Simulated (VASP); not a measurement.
# Rh (P6_3/mmc) in VASP: further runs

Rh is run at these levels: PBEsol; tasks: single point.

All numbers are computed with VASP 6.6.1; they aren't measurements. Logs are shortened: lines on timing, memory, paths and dates and some standing lists are left out, and cuts for length are marked.

## Step 1: The cell of the first run

Symmetry: P6_3/mmc, No. 194, hexagonal system. Conventional cell: a = 2.527 Å, b = 2.527 Å, c = 4.329 Å, α = 90.00°, β = 90.00°, γ = 120.00°. Within 3.3 Å of Rh (site symmetry -6m2) lie 12 Rh at 2.53 to 2.61 Å.

This isn't the form of Rh at room conditions, which is fcc.

## Step 2: Single point, PBEsol (strain -0.0600 x Voigt [1, 1, 0, 0, 0, 0])

INCAR

```
  PREC = Accurate
  ENCUT = 520
  EDIFF = 1E-7
  ISMEAR = 0
  SIGMA = 0.15
  LREAL = False
  LASPH = True
  NELM = 100
  ALGO = Fast
  ISIF = 2
  LWAVE = False
  LCHARG = False
  GGA = PS
  NBANDS = 22
```

KPOINTS

```
Automatic mesh
0
Gamma
  24 24 14
```

POSCAR

```
Rh
1.0
    2.5274119199      0.0000000000      0.0000000000
   -1.2637059600      2.1888029285      0.0000000000
    0.0000000000      0.0000000000      4.3290202437
Rh
2
Direct
    0.6666666667      0.3333333333      0.7500000000
    0.3333333333      0.6666666667      0.2500000000
```

Potentials or basis: VASP PAW PBE potentials, release 64 (Rh_pv).

On the command line:

```
> cat potpaw_PBE.64/Rh_pv/POTCAR > POTCAR
> mpirun -np 1 vasp_std > vasp.out
```

OUTCAR:

```text
PREC = Accurate
   ENCUT = 520
   EDIFF = 1E-7
   ISMEAR = 0
   LREAL = False
   LASPH = True
   NELM = 100
   ISIF = 2
   GGA = PS

 ion  position               nearest neighbor table
   1  0.667  0.333  0.750-   2 2.61   2 2.61   2 2.61   2 2.61   2 2.61   2 2.61
   2  0.333  0.667  0.250-   1 2.61   1 2.61   1 2.61   1 2.61   1 2.61   1 2.61

  LATTYP: Found a hexagonal cell.
 ALAT       =     2.5274119199
 C/A-ratio  =     1.7128273431

  Lattice vectors:

 A1 = (   2.5274119199,   0.0000000000,   0.0000000000)
 A2 = (  -1.2637059600,   2.1888029285,   0.0000000000)
 A3 = (   0.0000000000,   0.0000000000,   4.3290202437)

Analysis of symmetry for initial positions (statically):
=====================================================================
 Subroutine PRICEL returns:
 Original cell was already a primitive cell.

 Routine SETGRP: Setting up the symmetry group for a
 hexagonal supercell.

 Subroutine GETGRP returns: Found 24 space group operations
 (whereof 12 operations were pure point group operations)
 out of a pool of 24 trial point group operations.

The static configuration has the point symmetry D_3d.
 The point group associated with its full space group is D_6h.

Analysis of symmetry for dynamics (positions and initial velocities):
=====================================================================
 Subroutine PRICEL returns:
 Original cell was already a primitive cell.

 Routine SETGRP: Setting up the symmetry group for a
 hexagonal supercell.

 Subroutine GETGRP returns: Found 24 space group operations
 (whereof 12 operations were pure point group operations)
 out of a pool of 24 trial point group operations.

The dynamic configuration has the point symmetry D_3d.
 The point group associated with its full space group is D_6h.

 Subroutine INISYM returns: Found 24 space group operations
 (whereof 12 operations are pure point group operations),
 and found     1 'primitive' translations

----------------------------------------------------------------------------------------

                                     Primitive cell

  volume of cell :      23.9482

  direct lattice vectors                    reciprocal lattice vectors
     2.527411920  0.000000000  0.000000000     0.395661662  0.228435367  0.000000000
    -1.263705960  2.188802928  0.000000000     0.000000000  0.456870734  0.000000000
     0.000000000  0.000000000  4.329020244     0.000000000  0.000000000  0.230999151

  length of vectors
     2.527411920  2.527411920  4.329020244     0.456870734  0.456870734  0.230999151

  position of ions in fractional coordinates (direct lattice)
     0.666666667  0.333333333  0.750000000
     0.333333333  0.666666667  0.250000000

  ion indices of the primitive-cell ions
   primitive index   ion index
                 1           1
                 2           2

----------------------------------------------------------------------------------------

 KPOINTS: Automatic mesh

Automatic generation of k-mesh.
 Grid dimensions read from file:
 generate k-points for:   24   24   14

 Generating k-lattice:

  Cartesian coordinates                     Fractional coordinates (reciprocal lattice)
     0.016485903  0.009518140  0.000000000     0.041666667  0.000000000  0.000000000
     0.000000000  0.019036281  0.000000000     0.000000000  0.041666667  0.000000000
     0.000000000  0.000000000  0.016499939     0.000000000  0.000000000  0.071428571

  Length of vectors
     0.019036281  0.019036281  0.016499939

  Shift w.r.t. Gamma in fractional coordinates (k-lattice)
     0.000000000  0.000000000  0.000000000

 Subroutine IBZKPT returns following result:
 ===========================================

 Found    488 irreducible k-points:

 Following reciprocal coordinates:
            Coordinates               Weight
  0.000000  0.000000  0.000000      1.000000
  0.041667 -0.000000  0.000000      6.000000
  0.083333 -0.000000  0.000000      6.000000
  0.125000 -0.000000  0.000000      6.000000
  0.166667 -0.000000  0.000000      6.000000
  0.208333 -0.000000  0.000000      6.000000
[... 16 lines left out ...]
  0.416667  0.041667  0.000000     12.000000
  0.458333  0.041667  0.000000     12.000000
 [... further k-points ...]
   k-points           NKPTS =    488   k-points in BZ     NKDIM =    488   number of bands    NBANDS=     22
   number of dos      NEDOS =    301   number of ions     NIONS =      2
   total plane-waves  NPLWV =  12800
   dimension x,y,z NGX =    20 NGY =   20 NGZ =   32
   dimension x,y,z NGXF=    40 NGYF=   40 NGZF=   64
   ions per type =               2
   NGX,Y,Z   is equivalent  to a cutoff of  13.16, 13.16, 12.29 a.u.
   NGXF,Y,Z  is equivalent  to a cutoff of  26.31, 26.31, 24.58 a.u.
 SYSTEM =  unknown system
   PREC   = accura    normal or accurate (medium, high low for compatibility)
   ISTART =      0    job   : 0-new  1-cont  2-samecut
   ICHARG =      2    charge: 1-file 2-atom 10-const
   ISPIN  =      1    spin polarized calculation?
   LNONCOLLINEAR =      F non collinear calculations
   LSORBIT =      F    spin-orbit coupling
   LASPH  =      T    aspherical Exc in radial PAW
   ENCUT  =  520.0 eV  38.22 Ry    6.18 a.u.   4.70  4.70  8.05*2*pi/ulx,y,z
   NELM   =    100;   NELMIN=  2; NELMDL= -5     # of ELM steps
   EDIFF  = 0.1E-06   stopping-criterion for ELM
   LREAL  =      F    real-space projection
   EDIFFG = 0.1E-05   stopping-criterion for IOM
   NSW    =      0    number of steps for IOM
   IBRION =     -1    ionic relax: 0-MD 1-quasi-New 2-CG
   NFREE  =      0    steps in history (QN), initial steepest desc. (CG)
   ISIF   =      2    stress and relaxation
   ISYM   =      2    0-nonsym 1-usesym 2-fastsym
   POTIM  = 0.5000    time-step for ionic-motion
   TEBEG  =    0.0;   TEEND  =   0.0 temperature during run
   PSTRESS=    0.0 pullay stress
   NELECT =      30.0000    total number of electrons
   NUPDOWN=      -1.0000    fix difference up-down
   EMIN   =  10.00;   EMAX   =-10.00  energy-range for DOS
   EFERMI =   0.00;   METHOD = LEGACY
   ISMEAR =     0;   SIGMA  =   0.15  broadening in eV -4-tet -1-fermi 0-gaus
   EFERMI_NEDOS =   21; number of points for ismear=-14 and -15
   IALGO  =     68    algorithm
   IMIX   =      4    mixing-type and parameters
     AMIX     =   0.40;   BMIX     =  1.00
     AMIX_MAG =   1.60;   BMIX_MAG =  1.00
  volume/ion in A,a.u.               =      11.97        80.81
  Fermi-wavevector in a.u.,A,eV,Ry     =   1.764782  3.334955 42.374756  3.114457
  Thomas-Fermi vector in A             =   2.832693
   LORBIT       =      0    0 simple, 1 ext, 2 COOP (PROOUT), +10 PAW based schemes
   GGA     = PS    functional components
   LHFCALC =     F    Hartree Fock is set to
   AEXX    =    0.0000 exact exchange contribution
   IVDW    =     0    specifies the selected vdW correction
   LEPSILON=     F    determine dielectric tensor
   LRPA    =     F    only Hartree local field effects (RPA)
 non-spin polarized calculation
 RMM-DIIS sequential band-by-band and
 Gauss-broadening in eV      SIGMA  =   0.15
  energy-cutoff  :      520.00
  volume of cell :       23.95
 maximum number of plane-waves:       665
 NGX is ok and might be reduce to    20
   NGX =  9   NGY =  9   NGZ = 17

 number of electron      30.0000001 magnetization

 Free energy of the ion-electron system (eV)
  ---------------------------------------------------
  ext. energy  EPLUGINS =         0.00000000
  ---------------------------------------------------
  free energy    TOTEN  =       -15.70134293 eV

  energy without entropy =      -15.67369790  energy(sigma->0) =      -15.68752042

 E-fermi :  14.5398     XC(G=0): -15.1220

 val. band max:       14.5352741594   @ k =   0.4583  -0.0000   0.2143
 cond. band min:      14.5418633605   @ k =   0.3333  -0.0000   0.5000
 fundamental gap:      0.0065892011
 Fermi energy:        14.5397743649

 k-point     1 :       0.0000    0.0000    0.0000
  band No.  band energies     occupation
      1     -33.1454      2.00000
      2     -32.1673      2.00000
      3     -32.1673      2.00000
      4     -32.0970      2.00000
      5     -32.0467      2.00000
      6     -32.0467      2.00000
[... 14 lines left out ...]
     21      31.8588      0.00000
     22      33.3707      0.00000

 k-point     2 :       0.0417   -0.0000    0.0000
  band No.  band energies     occupation
      1     -33.1390      2.00000
      2     -32.1856      2.00000
      3     -32.1726      2.00000
      4     -32.0985      2.00000
      5     -32.0655      2.00000
      6     -32.0499      2.00000
[... 14 lines left out ...]
     21      31.9672      0.00000
     22      33.4968      0.00000

 k-point     3 :       0.0833   -0.0000    0.0000
  band No.  band energies     occupation
      1     -33.1198      2.00000
      2     -32.2394      2.00000
      3     -32.1882      2.00000
      4     -32.1203      2.00000
      5     -32.1031      2.00000
      6     -32.0593      2.00000
[... 14 lines left out ...]
     21      32.2759      0.00000
     22      33.8423      0.00000

 k-point     4 :       0.1250   -0.0000    0.0000
  band No.  band energies     occupation
      1     -33.0886      2.00000
      2     -32.3247      2.00000
      3     -32.2126      2.00000
      4     -32.2065      2.00000
      5     -32.1110      2.00000
      6     -32.0746      2.00000
[... 14 lines left out ...]
     21      32.7218      0.00000
     22      34.2735      0.00000

 k-point     5 :       0.1667   -0.0000    0.0000
  band No.  band energies     occupation
      1     -33.0467      2.00000
      2     -32.4356      2.00000
      3     -32.3172      2.00000
      4     -32.2439      2.00000
      5     -32.1225      2.00000
      6     -32.0949      2.00000
[... 14 lines left out ...]
     21      33.0982      0.00000
     22      34.5383      0.00000

 k-point     6 :       0.2083   -0.0000    0.0000
  band No.  band energies     occupation
      1     -32.9957      2.00000
      2     -32.5643      2.00000
      3     -32.4438      2.00000
      4     -32.2797      2.00000
      5     -32.1380      2.00000
      6     -32.1190      2.00000
[... 14 lines left out ...]
     21      32.8245      0.00000
     22      34.6865      0.00000

 k-point     7 :       0.2500   -0.0000    0.0000
  band No.  band energies     occupation
      1     -32.9376      2.00000
      2     -32.7017      2.00000
      3     -32.5771      2.00000
      4     -32.3174      2.00000
      5     -32.1579      2.00000
      6     -32.1452      2.00000
[... 324 lines left out ...]
      6     -32.1945      2.00000
[... 14 lines left out ...]
     21      30.9661      0.00000
     22      31.7194      0.00000

 k-point    21 :       0.3333    0.0417    0.0000
  band No.  band energies     occupation
      1     -33.0185      2.00000
      2     -32.8815      2.00000
      3     -32.7763      2.00000
      4     -32.4124      2.00000
      5     -32.2272      2.00000
      6     -32.2185      2.00000
[... 14 lines left out ...]
     21      30.3281      0.00000
     22      30.7550      0.00000

 k-point    22 :       0.3750    0.0417    0.0000
  band No.  band energies     occupation
      1     -33.1133      2.00000
      2     -32.9691      2.00000
      3     -32.7177      2.00000
      4     -32.4395      2.00000
      5     -32.2585      2.00000
      6     -32.2382      2.00000
[... 14 lines left out ...]
     21      29.7981      0.00000
     22      29.9259      0.00000

 k-point    23 :       0.4167    0.0417    0.0000
  band No.  band energies     occupation
      1     -33.1799      2.00000
      2     -33.0305      2.00000
      3     -32.6700      2.00000
      4     -32.4585      2.00000
      5     -32.2869      2.00000
      6     -32.2522      2.00000
[... 14 lines left out ...]
     21      29.3041      0.00000
     22      29.3866      0.00000

 k-point    24 :       0.4583    0.0417    0.0000
  band No.  band energies     occupation
      1     -33.2143      2.00000
      2     -33.0621      2.00000
      3     -32.6419      2.00000
      4     -32.4683      2.00000
      5     -32.3050      2.00000
      6     -32.2595      2.00000
[... 14 lines left out ...]
     21      28.9596      0.00000
     22      29.1409      0.00000

 [... further k-points ...]

------------------------ aborting loop because EDIFF is reached ----------------------------------------

  FORCE on cell =-STRESS in cart. coord.  units (eV):
  Direction    XX          YY          ZZ          XY          YZ          ZX
  --------------------------------------------------------------------------------------
  -------------------------------------------------------------------------------------
  Total        8.9852666      8.9852666      4.8019440     -0.0000000      0.0000000      0.0000000
  in kB      601.1311660    601.1311661    321.2590490     -0.0000000      0.0000000      0.0000000
  external PRESSURE =     507.8404604 kB  Pullay stress =       0.0000000 kB

 VOLUME and BASIS-vectors are now :
 -----------------------------------------------------------------------------
  energy-cutoff  :      520.00
  volume of cell :       23.95
      direct lattice vectors                 reciprocal lattice vectors
     2.527411920  0.000000000  0.000000000     0.395661662  0.228435367  0.000000000
    -1.263705960  2.188802928  0.000000000     0.000000000  0.456870734  0.000000000
     0.000000000  0.000000000  4.329020244     0.000000000  0.000000000  0.230999151

 POSITION                                       TOTAL-FORCE (eV/Angst)
 -----------------------------------------------------------------------------------
      1.26371      0.72960      3.24677         0.000000     -0.000000      0.000000
     -0.00000      1.45920      1.08226        -0.000000      0.000000      0.000000
 -----------------------------------------------------------------------------------
    total drift:                                0.000000     -0.000000      0.000000

  FREE ENERGIE OF THE ION-ELECTRON SYSTEM (eV)
  ---------------------------------------------------
  free  energy   TOTEN  =       -15.7013429301 eV

  energy  without entropy=      -15.6736979032  energy(sigma->0) =      -15.68752042
```

Wall time 3.1 min (1 thread of Intel Xeon Platinum 8375C at 2.90GHz (Ice Lake), shared host); peak memory 0.3 GiB.

Results:

```yaml
Free_energy: -15.7013 eV
Pressure: 50.8 GPa
Band_gap_on_the_k_mesh: zero (bands 15 and 16 overlap by 3.33 eV)
```

Stress tensor (GPa, compression positive):
```
60.11  0.00  0.00
 0.00 60.11  0.00
 0.00  0.00 32.13
```

Caveat: the cell differs from its parent crystal (strain -0.0600 x Voigt [1, 1, 0, 0, 0, 0]); the stress differs along the axes, from 32 to 60 GPa; the PAW data sets were made with another functional, which shifts forces and pressure a little.

(Part 1 of 2 ends here.)
